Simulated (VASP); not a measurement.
# Cs (Pm-3m) in VASP: further runs

Runs on Cs. Level: LDA. Tasks: single point.

All numbers are computed with VASP 6.6.1; they aren't measurements. Logs are shortened: lines on timing, memory, paths and dates and some standing lists are left out, and cuts for length are marked.

**1. The cell of the first run**

It takes space group Pm-3m (No. 221, cubic). The conventional cell has a = 3.461 Å, b = 3.461 Å, c = 3.461 Å, α = 90.00°, β = 90.00°, γ = 90.00°. Within 4.5 Å of Cs (site symmetry m-3m) lie 6 Cs at 3.46 Å.

**2. Single point, LDA (volume scaled by 0.4)**

The input, INCAR:

```
PREC     = Accurate       # precision mode
ENCUT    = 520            # plane-wave cutoff, eV
EDIFF    = 1E-6           # SCF threshold, eV
ISMEAR   = -1             # smearing method
SIGMA    = 0.1            # smearing width, eV
LREAL    = F              # projectors in reciprocal space
LASPH    = T              # aspherical terms in the spheres
NELM     = 100            # most SCF steps
ALGO     = Normal         # electronic algorithm
ISIF     = 2              # what is computed and relaxed
LWAVE    = F              # write WAVECAR
LCHARG   = F              # write CHGCAR
NBANDS   = 10             # bands
```

The input, KPOINTS:

```
regular mesh
0
Gamma
  8 8 8
```

The input, POSCAR:

```
Cs
1.0
    3.4608941077      0.0000000000      0.0000000000
    0.0000000000      3.4608941077      0.0000000000
    0.0000000000      0.0000000000      3.4608941077
Cs
1
Direct
    0.0000000000      0.0000000000      0.0000000000
```

Potentials or basis: VASP PAW LDA potentials, release 64 (Cs_sv).

Run with:

```sh
$ cat potpaw_LDA.64/Cs_sv/POTCAR > POTCAR
$ mpirun -np 1 vasp_std > vasp.out
```

OUTCAR:

```text
PREC = Accurate
   ENCUT = 520
   EDIFF = 1E-6
   ISMEAR = -1
   LREAL = F
   LASPH = T
   NELM = 100
   ISIF = 2

 ion  position               nearest neighbor table
   1  0.000  0.000  0.000-

  LATTYP: Found a simple cubic cell.
 ALAT       =     3.4608941077

  Lattice vectors:

 A1 = (   3.4608941077,   0.0000000000,   0.0000000000)
 A2 = (   0.0000000000,   3.4608941077,   0.0000000000)
 A3 = (   0.0000000000,   0.0000000000,   3.4608941077)

Analysis of symmetry for initial positions (statically):
=====================================================================
 Subroutine PRICEL returns:
 Original cell was already a primitive cell.

 Routine SETGRP: Setting up the symmetry group for a
 simple cubic supercell.

 Subroutine GETGRP returns: Found 48 space group operations
 (whereof 48 operations were pure point group operations)
 out of a pool of 48 trial point group operations.

The static configuration has the point symmetry O_h .

Analysis of symmetry for dynamics (positions and initial velocities):
=====================================================================
 Subroutine PRICEL returns:
 Original cell was already a primitive cell.

 Routine SETGRP: Setting up the symmetry group for a
 simple cubic supercell.

 Subroutine GETGRP returns: Found 48 space group operations
 (whereof 48 operations were pure point group operations)
 out of a pool of 48 trial point group operations.

The dynamic configuration has the point symmetry O_h .

 Subroutine INISYM returns: Found 48 space group operations
 (whereof 48 operations are pure point group operations),
 and found     1 'primitive' translations

----------------------------------------------------------------------------------------

                                     Primitive cell

  volume of cell :      41.4539

  direct lattice vectors                    reciprocal lattice vectors
     3.460894108  0.000000000  0.000000000     0.288942675  0.000000000  0.000000000
     0.000000000  3.460894108  0.000000000     0.000000000  0.288942675  0.000000000
     0.000000000  0.000000000  3.460894108     0.000000000  0.000000000  0.288942675

  length of vectors
     3.460894108  3.460894108  3.460894108     0.288942675  0.288942675  0.288942675

  position of ions in fractional coordinates (direct lattice)
     0.000000000  0.000000000  0.000000000

  ion indices of the primitive-cell ions
   primitive index   ion index
                 1           1

----------------------------------------------------------------------------------------

 KPOINTS: regular mesh

Automatic generation of k-mesh.
 Grid dimensions read from file:
 generate k-points for:    8    8    8

 Generating k-lattice:

  Cartesian coordinates                     Fractional coordinates (reciprocal lattice)
     0.036117834  0.000000000  0.000000000     0.125000000  0.000000000  0.000000000
     0.000000000  0.036117834  0.000000000     0.000000000  0.125000000  0.000000000
     0.000000000  0.000000000  0.036117834     0.000000000  0.000000000  0.125000000

  Length of vectors
     0.036117834  0.036117834  0.036117834

  Shift w.r.t. Gamma in fractional coordinates (k-lattice)
     0.000000000  0.000000000  0.000000000

 Subroutine IBZKPT returns following result:
 ===========================================

 Found     35 irreducible k-points:

 Following reciprocal coordinates:
            Coordinates               Weight
  0.000000  0.000000  0.000000      1.000000
  0.125000  0.000000  0.000000      6.000000
  0.250000  0.000000  0.000000      6.000000
  0.375000  0.000000  0.000000      6.000000
  0.500000  0.000000  0.000000      3.000000
  0.125000  0.125000  0.000000     12.000000
[... 16 lines left out ...]
  0.375000  0.375000  0.125000     24.000000
  0.500000  0.375000  0.125000     24.000000
 [... further k-points ...]
   k-points           NKPTS =     35   k-points in BZ     NKDIM =     35   number of bands    NBANDS=     10
   number of dos      NEDOS =    301   number of ions     NIONS =      1
   total plane-waves  NPLWV =  21952
   dimension x,y,z NGX =    28 NGY =   28 NGZ =   28
   dimension x,y,z NGXF=    56 NGYF=   56 NGZF=   56
   ions per type =               1
   NGX,Y,Z   is equivalent  to a cutoff of  13.45, 13.45, 13.45 a.u.
   NGXF,Y,Z  is equivalent  to a cutoff of  26.90, 26.90, 26.90 a.u.
 SYSTEM =  unknown system
   PREC   = accura    normal or accurate (medium, high low for compatibility)
   ISTART =      0    job   : 0-new  1-cont  2-samecut
   ICHARG =      2    charge: 1-file 2-atom 10-const
   ISPIN  =      1    spin polarized calculation?
   LNONCOLLINEAR =      F non collinear calculations
   LSORBIT =      F    spin-orbit coupling
   LASPH  =      T    aspherical Exc in radial PAW
   ENCUT  =  520.0 eV  38.22 Ry    6.18 a.u.   6.43  6.43  6.43*2*pi/ulx,y,z
   NELM   =    100;   NELMIN=  2; NELMDL= -5     # of ELM steps
   EDIFF  = 0.1E-05   stopping-criterion for ELM
   LREAL  =      F    real-space projection
   EDIFFG = 0.1E-04   stopping-criterion for IOM
   NSW    =      0    number of steps for IOM
   IBRION =     -1    ionic relax: 0-MD 1-quasi-New 2-CG
   NFREE  =      0    steps in history (QN), initial steepest desc. (CG)
   ISIF   =      2    stress and relaxation
   ISYM   =      2    0-nonsym 1-usesym 2-fastsym
   POTIM  = 0.5000    time-step for ionic-motion
   TEBEG  =    0.0;   TEEND  =   0.0 temperature during run
   PSTRESS=    0.0 pullay stress
   NELECT =       9.0000    total number of electrons
   NUPDOWN=      -1.0000    fix difference up-down
   EMIN   =  10.00;   EMAX   =-10.00  energy-range for DOS
   EFERMI =   0.00;   METHOD = LEGACY
   ISMEAR =    -1;   SIGMA  =   0.10  broadening in eV -4-tet -1-fermi 0-gaus
   EFERMI_NEDOS =   21; number of points for ismear=-14 and -15
   IALGO  =     38    algorithm
   IMIX   =      4    mixing-type and parameters
     AMIX     =   0.40;   BMIX     =  1.00
     AMIX_MAG =   1.60;   BMIX_MAG =  1.00
  volume/ion in A,a.u.               =      41.45       279.74
  Fermi-wavevector in a.u.,A,eV,Ry     =   0.983937  1.859372 13.172240  0.968132
  Thomas-Fermi vector in A             =   2.115132
   LORBIT       =      0    0 simple, 1 ext, 2 COOP (PROOUT), +10 PAW based schemes
   GGA     = CA    functional components
   LHFCALC =     F    Hartree Fock is set to
   AEXX    =    0.0000 exact exchange contribution
   IVDW    =     0    specifies the selected vdW correction
   LEPSILON=     F    determine dielectric tensor
   LRPA    =     F    only Hartree local field effects (RPA)
 non-spin polarized calculation
  energy-cutoff  :      520.00
  volume of cell :       41.45
 maximum number of plane-waves:      1141
 NGX is ok and might be reduce to    28
   NGX = 13   NGY = 13   NGZ = 13

 number of electron       8.9999999 magnetization

 Free energy of the ion-electron system (eV)
  ---------------------------------------------------
  ext. energy  EPLUGINS =         0.00000000
  ---------------------------------------------------
  free energy    TOTEN  =        -0.50432077 eV

  energy without entropy =       -0.46305454  energy(sigma->0) =       -0.48368765

 E-fermi :   4.3132     XC(G=0):  -8.8607

 val. band max:        4.3095822655   @ k =   0.5000   0.2500   0.1250
 cond. band min:       4.3221790493   @ k =   0.5000   0.2500   0.2500
 fundamental gap:      0.0125967838
 Fermi energy:         4.3132073731

 k-point     1 :       0.0000    0.0000    0.0000
  band No.  band energies     occupation
      1     -20.0944      2.00000
      2      -5.3502      2.00000
      3      -5.3502      2.00000
      4      -5.3502      2.00000
      5       2.6044      2.00000
      6       4.8162      0.01299
      7       4.8162      0.01299
      8      13.1715      0.00000
      9      13.1715      0.00000
     10      13.1715      0.00000

 k-point     2 :       0.1250    0.0000    0.0000
  band No.  band energies     occupation
      1     -20.0397      2.00000
      2      -5.8928      2.00000
      3      -5.3040      2.00000
      4      -5.3040      2.00000
      5       3.0055      2.00000
      6       4.9387      0.00384
      7       5.4839      0.00002
      8      11.8091      0.00000
      9      11.8091      0.00000
     10      13.2532      0.00000

 k-point     3 :       0.2500    0.0000    0.0000
  band No.  band energies     occupation
      1     -19.9027      2.00000
      2      -6.9674      2.00000
      3      -5.1888      2.00000
      4      -5.1888      2.00000
      5       3.7439      1.99328
      6       5.2695      0.00014
      7       7.0368      0.00000
      8      10.1720      0.00000
      9      10.1720      0.00000
     10      12.3961      0.00000

 k-point     4 :       0.3750    0.0000    0.0000
  band No.  band energies     occupation
      1     -19.7575      2.00000
      2      -7.8522      2.00000
      3      -5.0684      2.00000
      4      -5.0684      2.00000
      5       4.5726      0.13909
      6       5.6713      0.00000
      7       7.4750      0.00000
      8       9.0713      0.00000
      9       9.0713      0.00000
     10      12.6586      0.00000
[... 222 lines left out ...]
 k-point    22 :       0.5000    0.2500    0.1250
  band No.  band energies     occupation
      1     -19.4584      2.00000
      2      -7.8657      2.00000
      3      -6.4429      2.00000
      4      -5.3359      2.00000
      5       4.3096      1.01812
      6       6.7956      0.00000
      7       7.1409      0.00000
      8       8.5102      0.00000
      9      10.3882      0.00000
     10      11.9190      0.00000

 k-point    23 :       0.3750    0.3750    0.1250
  band No.  band energies     occupation
      1     -19.3801      2.00000
      2      -7.3816      2.00000
      3      -7.3301      2.00000
      4      -5.2661      2.00000
      5       3.5807      1.99868
      6       6.8551      0.00000
      7       8.0200      0.00000
      8       8.2033      0.00000
      9      11.7611      0.00000
     10      11.8584      0.00000

 k-point    24 :       0.5000    0.3750    0.1250
  band No.  band energies     occupation
      1     -19.3198      2.00000
      2      -7.6731      2.00000
      3      -7.2738      2.00000
      4      -5.2116      2.00000
      5       3.1969      1.99997
      6       7.2572      0.00000
      7       7.5159      0.00000
      8       8.3403      0.00000
      9      12.0051      0.00000
     10      12.5438      0.00000

 [... further k-points ...]

------------------------ aborting loop because EDIFF is reached ----------------------------------------

  FORCE on cell =-STRESS in cart. coord.  units (eV):
  Direction    XX          YY          ZZ          XY          YZ          ZX
  --------------------------------------------------------------------------------------
  -------------------------------------------------------------------------------------
  Total        0.9770983      0.9770983      0.9770983     -0.0000000     -0.0000000      0.0000000
  in kB       37.7645151     37.7645151     37.7645151     -0.0000000     -0.0000000      0.0000000
  external PRESSURE =      37.7645151 kB  Pullay stress =       0.0000000 kB

 VOLUME and BASIS-vectors are now :
 -----------------------------------------------------------------------------
  energy-cutoff  :      520.00
  volume of cell :       41.45
      direct lattice vectors                 reciprocal lattice vectors
     3.460894108  0.000000000  0.000000000     0.288942675  0.000000000  0.000000000
     0.000000000  3.460894108  0.000000000     0.000000000  0.288942675  0.000000000
     0.000000000  0.000000000  3.460894108     0.000000000  0.000000000  0.288942675

 POSITION                                       TOTAL-FORCE (eV/Angst)
 -----------------------------------------------------------------------------------
      0.00000      0.00000      0.00000         0.000000      0.000000      0.000000
 -----------------------------------------------------------------------------------
    total drift:                               -0.000000      0.000000      0.000000

  FREE ENERGIE OF THE ION-ELECTRON SYSTEM (eV)
  ---------------------------------------------------
  free  energy   TOTEN  =        -0.5043207736 eV

  energy  without entropy=       -0.4630545357  energy(sigma->0) =       -0.48368765
```

Wall time 5.7 s (1 thread of Intel Xeon 6975P-C, shared host); peak memory 0.14 GiB.

Results:

- Free energy: -0.5043 eV
- Pressure: 3.8 GPa

Levels at points of the mesh, in eV from the Fermi level:
| k point | band 3 | band 4 | band 5 | band 6 | band 7 | band 8 |
| --- | --- | --- | --- | --- | --- | --- |
| (0.00, 0.00, 0.00) | -9.66 | -9.66 | -1.71 | 0.50 | 0.50 | 8.86 |
| (0.50, 0.00, 0.00) | -9.33 | -9.33 | 0.80 | 1.56 | 2.73 | 4.37 |
| (0.50, 0.50, 0.00) | -11.96 | -9.02 | -1.69 | 2.45 | 5.42 | 5.42 |
| (0.50, 0.50, 0.50) | -11.50 | -11.50 | -0.08 | -0.08 | -0.08 | 3.77 |

Caveat: spin-orbit coupling is left out, which moves the levels of the heavy elements.

**3. Single point, LDA (volume scaled by 0.4)**

The input, INCAR:

```
PREC = Accurate
ENCUT = 520
EDIFF = 1E-7
ISMEAR = -1
SIGMA = 0.1
LREAL = False
LASPH = True
NELM = 100
ALGO = Normal
ISIF = 2
LWAVE = False
LCHARG = False
GGA = CA
NBANDS = 10
```

The input, KPOINTS:

```
Automatic mesh
0
Gamma
  8 8 8
```

POSCAR is that of step 2.

Potentials or basis: VASP PAW LDA potentials, release 64 (Cs_sv).

Run with:

```sh
$ cat potpaw_LDA.64/Cs_sv/POTCAR > POTCAR
$ mpirun -np 1 vasp_std > vasp.out
```

Wall time 6.2 s (1 thread of Intel Xeon 6975P-C, shared host); peak memory 0.14 GiB.

It converged, with:

```yaml
Free_energy: -0.5043 eV
Pressure: 3.8 GPa
```

Levels at points of the mesh, in eV from the Fermi level:
```tsv
k point	band 1	band 2	band 3	band 4	band 5	band 6	band 7	band 8	band 9	band 10
(0.00, 0.00, 0.00)	-24.41	-9.66	-9.66	-9.66	-1.71	0.50	0.50	8.86	8.86	8.86
(0.50, 0.00, 0.00)	-24.01	-12.50	-9.33	-9.33	0.80	1.56	2.73	4.37	4.37	7.77
(0.50, 0.50, 0.00)	-23.62	-11.96	-11.96	-9.02	-1.69	2.45	5.42	5.42	6.26	6.26
(0.50, 0.50, 0.50)	-23.25	-11.50	-11.50	-11.50	-0.08	-0.08	-0.08	3.77	12.22	12.37
```

Caveat: spin-orbit coupling is left out, which moves the levels of the heavy elements.

**4. Single point, LDA (volume scaled by 0.4, source ansatz)**

The input, INCAR:

```
SYSTEM = Cs
  ALGO = Normal
  EDIFF = 1E-7
  ENCUT = 520
  ISIF = 2
  ISMEAR = -1
  LASPH = .TRUE.
  LCHARG = .FALSE.
  LREAL = .FALSE.
  LWAVE = .FALSE.
  NBANDS = 10
  NELM = 80
  PREC = Accurate
  SIGMA = 0.1
```

The input, KPOINTS:

```
k-points
0
G
  8 8 8
  0 0 0
```

POSCAR is that of step 3.

Run with:

```sh
$ cat potpaw_LDA.64/Cs_sv/POTCAR > POTCAR
$ mpirun -np 1 vasp_std > vasp.out
```

Wall time 6.8 s (1 thread of Intel Xeon 6975P-C, shared host); peak memory 0.14 GiB.

It converged, with:

| Quantity | Value |
| --- | --- |
| Free energy | -0.5043 eV |
| Pressure | 3.8 GPa |

Levels at points of the mesh, in eV from the Fermi level:
| k point | band 1 | band 2 | band 3 | band 4 | band 5 | band 6 | band 7 | band 8 | band 9 | band 10 |
| --- | --- | --- | --- | --- | --- | --- | --- | --- | --- | --- |
| (0.00, 0.00, 0.00) | -24.41 | -9.66 | -9.66 | -9.66 | -1.71 | 0.50 | 0.50 | 8.86 | 8.86 | 8.86 |
| (0.50, 0.00, 0.00) | -24.01 | -12.50 | -9.33 | -9.33 | 0.80 | 1.56 | 2.73 | 4.37 | 4.37 | 7.77 |
| (0.50, 0.50, 0.00) | -23.62 | -11.96 | -11.96 | -9.02 | -1.69 | 2.45 | 5.42 | 5.42 | 6.26 | 6.26 |
| (0.50, 0.50, 0.50) | -23.25 | -11.50 | -11.50 | -11.50 | -0.08 | -0.08 | -0.08 | 3.77 | 12.22 | 12.37 |

Caveat: spin-orbit coupling is left out, which moves the levels of the heavy elements.
